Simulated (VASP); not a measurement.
# MgO (base.b) (Fm-3m) in VASP: single point with PBE

Aim: the single point of MgO (base.b) with PBE.

Everything below comes from runs of VASP 6.6.1. Logs are shortened: lines on timing, memory, paths and dates and some standing lists are left out, and cuts for length are marked.

**Measured values to compare with.**

“Electronic structure of alkaline earth and post-transition metal oxides”, 2009, arxiv:0908.1581 quotes, for a bulk crystal of MgO: band gap 7.83 eV.

How close the calculation comes is told below.

## (1) The cell of the first run

It takes space group Fm-3m (No. 225, cubic). Conventional cell: a = 4.254 Å, b = 4.254 Å, c = 4.254 Å, α = 90.00°, β = 90.00°, γ = 90.00°. Mg (site symmetry m-3m) has 6 O at 2.13 Å within 2.8 Å. O (site symmetry m-3m) has 6 Mg at 2.13 Å within 2.8 Å.

## (2) Single point, PBE

INCAR reads:

```
PREC     = Accurate       # precision mode
ENCUT    = 600            # plane-wave cutoff, eV
EDIFF    = 1E-6           # SCF threshold, eV
ISMEAR   = 0              # smearing method
SIGMA    = 0.02           # smearing width, eV
LREAL    = False          # projectors in reciprocal space
LASPH    = True           # aspherical terms in the spheres
NELM     = 120            # most SCF steps
ALGO     = Normal         # electronic algorithm
ISIF     = 2              # what is computed and relaxed
LWAVE    = False          # write WAVECAR
LCHARG   = True           # write CHGCAR
GGA      = PE             # functional
LELF     = True           # ELF
LVHAR    = True         
NBANDS   = 11             # bands
GGA_COMPAT= False
```

KPOINTS reads:

```
regular mesh
0
Gamma
  10 10 10
```

POSCAR reads:

```
MgO
1.0
    0.0000000000      2.1268522626      2.1268522626
    2.1268522626      0.0000000000      2.1268522626
    2.1268522626      2.1268522626      0.0000000000
Mg O
1 1
Direct
    0.0000000000      0.0000000000      0.0000000000
    0.5000000000      0.5000000000      0.5000000000
```

Potentials or basis: VASP PAW PBE potentials, release 64 (Mg, O).

On the command line:

```sh
> cat potpaw_PBE.64/Mg/POTCAR potpaw_PBE.64/O/POTCAR > POTCAR
> mpirun -np 1 vasp_std > vasp.out
```

OUTCAR:

```text
PREC = Accurate
   ENCUT = 600
   EDIFF = 1E-6
   ISMEAR = 0
   LREAL = False
   LASPH = True
   NELM = 120
   ISIF = 2
   GGA = PE

 ion  position               nearest neighbor table
   1  0.000  0.000  0.000-   2 2.13   2 2.13   2 2.13   2 2.13   2 2.13   2 2.13
   2  0.500  0.500  0.500-   1 2.13   1 2.13   1 2.13   1 2.13   1 2.13   1 2.13

  LATTYP: Found a face centered cubic cell.
 ALAT       =     4.2537045252

  Lattice vectors:

 A1 = (   0.0000000000,   2.1268522626,   2.1268522626)
 A2 = (   2.1268522626,   0.0000000000,   2.1268522626)
 A3 = (   2.1268522626,   2.1268522626,   0.0000000000)

Analysis of symmetry for initial positions (statically):
=====================================================================
 Subroutine PRICEL returns:
 Original cell was already a primitive cell.

 Routine SETGRP: Setting up the symmetry group for a
 face centered cubic supercell.

 Subroutine GETGRP returns: Found 48 space group operations
 (whereof 48 operations were pure point group operations)
 out of a pool of 48 trial point group operations.

The static configuration has the point symmetry O_h .

Analysis of symmetry for dynamics (positions and initial velocities):
=====================================================================
 Subroutine PRICEL returns:
 Original cell was already a primitive cell.

 Routine SETGRP: Setting up the symmetry group for a
 face centered cubic supercell.

 Subroutine GETGRP returns: Found 48 space group operations
 (whereof 48 operations were pure point group operations)
 out of a pool of 48 trial point group operations.

The dynamic configuration has the point symmetry O_h .

 Subroutine INISYM returns: Found 48 space group operations
 (whereof 48 operations are pure point group operations),
 and found     1 'primitive' translations

----------------------------------------------------------------------------------------

                                     Primitive cell

  volume of cell :      19.2416

  direct lattice vectors                    reciprocal lattice vectors
     0.000000000  2.126852263  2.126852263    -0.235089201  0.235089201  0.235089201
     2.126852263  0.000000000  2.126852263     0.235089201 -0.235089201  0.235089201
     2.126852263  2.126852263  0.000000000     0.235089201  0.235089201 -0.235089201

  length of vectors
     3.007823315  3.007823315  3.007823315     0.407186441  0.407186441  0.407186441

  position of ions in fractional coordinates (direct lattice)
[... 8 lines left out ...]
----------------------------------------------------------------------------------------

 KPOINTS: regular mesh

Automatic generation of k-mesh.
 Grid dimensions read from file:
 generate k-points for:   10   10   10

 Generating k-lattice:

  Cartesian coordinates                     Fractional coordinates (reciprocal lattice)
    -0.023508920  0.023508920  0.023508920     0.100000000  0.000000000  0.000000000
     0.023508920 -0.023508920  0.023508920     0.000000000  0.100000000  0.000000000
     0.023508920  0.023508920 -0.023508920     0.000000000  0.000000000  0.100000000

  Length of vectors
     0.040718644  0.040718644  0.040718644

  Shift w.r.t. Gamma in fractional coordinates (k-lattice)
     0.000000000  0.000000000  0.000000000

 Subroutine IBZKPT returns following result:
 ===========================================

 Found     47 irreducible k-points:

 Following reciprocal coordinates:
            Coordinates               Weight
  0.000000  0.000000  0.000000      1.000000
  0.100000  0.000000  0.000000      8.000000
  0.200000  0.000000  0.000000      8.000000
  0.300000  0.000000  0.000000      8.000000
  0.400000  0.000000  0.000000      8.000000
  0.500000  0.000000  0.000000      4.000000
[... 16 lines left out ...]
  0.300000  0.300000  0.000000      6.000000
  0.400000  0.300000  0.000000     24.000000
 [... further k-points ...]
   k-points           NKPTS =     47   k-points in BZ     NKDIM =     47   number of bands    NBANDS=     11
   number of dos      NEDOS =    301   number of ions     NIONS =      2
   total plane-waves  NPLWV =  13824
   dimension x,y,z NGX =    24 NGY =   24 NGZ =   24
   dimension x,y,z NGXF=    48 NGYF=   48 NGZF=   48
   ions per type =               1   1
   NGX,Y,Z   is equivalent  to a cutoff of  13.27, 13.27, 13.27 a.u.
   NGXF,Y,Z  is equivalent  to a cutoff of  26.53, 26.53, 26.53 a.u.
 SYSTEM =  unknown system
   PREC   = accura    normal or accurate (medium, high low for compatibility)
   ISTART =      0    job   : 0-new  1-cont  2-samecut
   ICHARG =      2    charge: 1-file 2-atom 10-const
   ISPIN  =      1    spin polarized calculation?
   LNONCOLLINEAR =      F non collinear calculations
   LSORBIT =      F    spin-orbit coupling
   LASPH  =      T    aspherical Exc in radial PAW
   ENCUT  =  600.0 eV  44.10 Ry    6.64 a.u.   6.01  6.01  6.01*2*pi/ulx,y,z
   NELM   =    120;   NELMIN=  2; NELMDL= -5     # of ELM steps
   EDIFF  = 0.1E-05   stopping-criterion for ELM
   LREAL  =      F    real-space projection
[... 7 lines left out ...]
   TEBEG  =    0.0;   TEEND  =   0.0 temperature during run
   PSTRESS=    0.0 pullay stress
   NELECT =       8.0000    total number of electrons
   NUPDOWN=      -1.0000    fix difference up-down
   EMIN   =  10.00;   EMAX   =-10.00  energy-range for DOS
   EFERMI =   0.00;   METHOD = LEGACY
   ISMEAR =     0;   SIGMA  =   0.02  broadening in eV -4-tet -1-fermi 0-gaus
   EFERMI_NEDOS =   21; number of points for ismear=-14 and -15
   IALGO  =     38    algorithm
   IMIX   =      4    mixing-type and parameters
     AMIX     =   0.40;   BMIX     =  1.00
     AMIX_MAG =   1.60;   BMIX_MAG =  1.00
  volume/ion in A,a.u.               =       9.62        64.92
  Fermi-wavevector in a.u.,A,eV,Ry     =   1.221868  2.308995 20.312962  1.492961
  Thomas-Fermi vector in A             =   2.357035
   LORBIT       =      0    0 simple, 1 ext, 2 COOP (PROOUT), +10 PAW based schemes
   GGA     = PE    functional components
   LHFCALC =     F    Hartree Fock is set to
   AEXX    =    0.0000 exact exchange contribution
   IVDW    =     0    specifies the selected vdW correction
   LEPSILON=     F    determine dielectric tensor
   LRPA    =     F    only Hartree local field effects (RPA)
 non-spin polarized calculation
 Gauss-broadening in eV      SIGMA  =   0.02
  energy-cutoff  :      600.00
  volume of cell :       19.24
 maximum number of plane-waves:       656
   NGX = 13   NGY = 13   NGZ = 13

 number of electron       8.0000004 magnetization

 Free energy of the ion-electron system (eV)
  ---------------------------------------------------
  ext. energy  EPLUGINS =         0.00000000
  ---------------------------------------------------
  free energy    TOTEN  =       -11.91483438 eV

  energy without entropy =      -11.91483438  energy(sigma->0) =      -11.91483438

 E-fermi :   3.1836     XC(G=0): -10.9397

 val. band max:        2.9671367257   @ k =   0.0000   0.0000   0.0000
 cond. band min:       7.4124749124   @ k =   0.0000   0.0000   0.0000
 fundamental gap:      4.4453381867
 Fermi energy:         3.1835848635

 k-point     1 :       0.0000    0.0000    0.0000
  band No.  band energies     occupation
      1     -14.1470      2.00000
      2       2.9671      2.00000
      3       2.9671      2.00000
      4       2.9671      2.00000
      5       7.4125      0.00000
      6      18.6012      0.00000
      7      18.6012      0.00000
      8      18.6012      0.00000
      9      22.4390      0.00000
     10      24.1814      0.00000
     11      24.1814      0.00000

 k-point     2 :       0.1000    0.0000    0.0000
  band No.  band energies     occupation
      1     -14.0467      2.00000
      2       2.3209      2.00000
      3       2.9032      2.00000
      4       2.9032      2.00000
      5       8.0446      0.00000
      6      17.3593      0.00000
      7      18.8300      0.00000
      8      18.8300      0.00000
      9      23.4095      0.00000
     10      23.4095      0.00000
     11      24.0388      0.00000

 k-point     3 :       0.2000    0.0000    0.0000
  band No.  band energies     occupation
      1     -13.7715      2.00000
      2       1.0293      2.00000
      3       2.7406      2.00000
      4       2.7406      2.00000
      5       9.2434      0.00000
      6      15.8381      0.00000
      7      19.2757      0.00000
      8      19.2757      0.00000
      9      22.7108      0.00000
     10      22.7108      0.00000
     11      24.7595      0.00000

 k-point     4 :       0.3000    0.0000    0.0000
  band No.  band energies     occupation
      1     -13.4012      2.00000
      2      -0.2500      2.00000
      3       2.5494      2.00000
      4       2.5494      2.00000
      5      10.2073      0.00000
      6      15.0952      0.00000
      7      19.3377      0.00000
      8      19.3377      0.00000
      9      23.1632      0.00000
     10      23.1632      0.00000
     11      24.1398      0.00000
[... 239 lines left out ...]
 k-point    22 :      -0.2000    0.2000    0.0000
  band No.  band energies     occupation
      1     -13.2909      2.00000
      2      -0.0589      2.00000
      3       1.6780      2.00000
      4       2.5481      2.00000
      5      11.1293      0.00000
      6      14.7120      0.00000
      7      17.7458      0.00000
      8      20.4068      0.00000
      9      21.2256      0.00000
     10      23.9842      0.00000
     11      27.2840      0.00000

 k-point    23 :       0.3000    0.3000    0.0000
  band No.  band energies     occupation
      1     -13.2089      2.00000
      2      -0.1062      2.00000
      3       2.0604      2.00000
      4       2.0604      2.00000
      5      11.5123      0.00000
      6      13.3393      0.00000
      7      17.0744      0.00000
      8      20.5466      0.00000
      9      20.5466      0.00000
     10      26.7821      0.00000
     11      29.7451      0.00000

 k-point    24 :       0.4000    0.3000    0.0000
  band No.  band energies     occupation
      1     -12.9758      2.00000
      2      -0.5124      2.00000
      3       1.7066      2.00000
      4       1.9182      2.00000
      5      12.2517      0.00000
      6      13.0520      0.00000
      7      16.2577      0.00000
      8      20.7599      0.00000
      9      20.9612      0.00000
     10      27.4933      0.00000
     11      29.3569      0.00000

 [... further k-points ...]

------------------------ aborting loop because EDIFF is reached ----------------------------------------

  FORCE on cell =-STRESS in cart. coord.  units (eV):
  Direction    XX          YY          ZZ          XY          YZ          ZX
  --------------------------------------------------------------------------------------
  -------------------------------------------------------------------------------------
  Total       -0.1226141     -0.1226141     -0.1226141     -0.0000000     -0.0000000      0.0000000
  in kB      -10.2096110    -10.2096110    -10.2096110     -0.0000000     -0.0000000      0.0000000
  external PRESSURE =     -10.2096110 kB  Pullay stress =       0.0000000 kB

 VOLUME and BASIS-vectors are now :
 -----------------------------------------------------------------------------
  energy-cutoff  :      600.00
  volume of cell :       19.24
      direct lattice vectors                 reciprocal lattice vectors
     0.000000000  2.126852263  2.126852263    -0.235089201  0.235089201  0.235089201
     2.126852263  0.000000000  2.126852263     0.235089201 -0.235089201  0.235089201
     2.126852263  2.126852263  0.000000000     0.235089201  0.235089201 -0.235089201

 POSITION                                       TOTAL-FORCE (eV/Angst)
 -----------------------------------------------------------------------------------
      0.00000      0.00000      0.00000         0.000000      0.000000      0.000000
      2.12685      2.12685      2.12685        -0.000000     -0.000000      0.000000
 -----------------------------------------------------------------------------------
    total drift:                               -0.000000     -0.000000      0.000000

  FREE ENERGIE OF THE ION-ELECTRON SYSTEM (eV)
  ---------------------------------------------------
  free  energy   TOTEN  =       -11.9148343777 eV

  energy  without entropy=      -11.9148343777  energy(sigma->0) =      -11.91483438
```

It took 8.1 s on 1 thread of Intel Xeon Platinum 8488C (Sapphire Rapids), shared host; peak memory 0.14 GiB.

What came out:

| Item | Value |
| --- | --- |
| Free energy | -11.9148 eV |
| Pressure | -1.0 GPa |
| Band gap on the k mesh | 4.45 eV, direct |

## (3) How close it comes

Step 2. Against the measured gap of MgO, 7.83 eV (quoted in “Electronic structure of alkaline earth and post-transition metal oxides”, 2009, arxiv:0908.1581), the calculated 4.45 eV is off by -3.38 eV. The value is that of PBE, without temperature or zero-point motion. Semilocal functionals fall short of measured gaps as a rule.
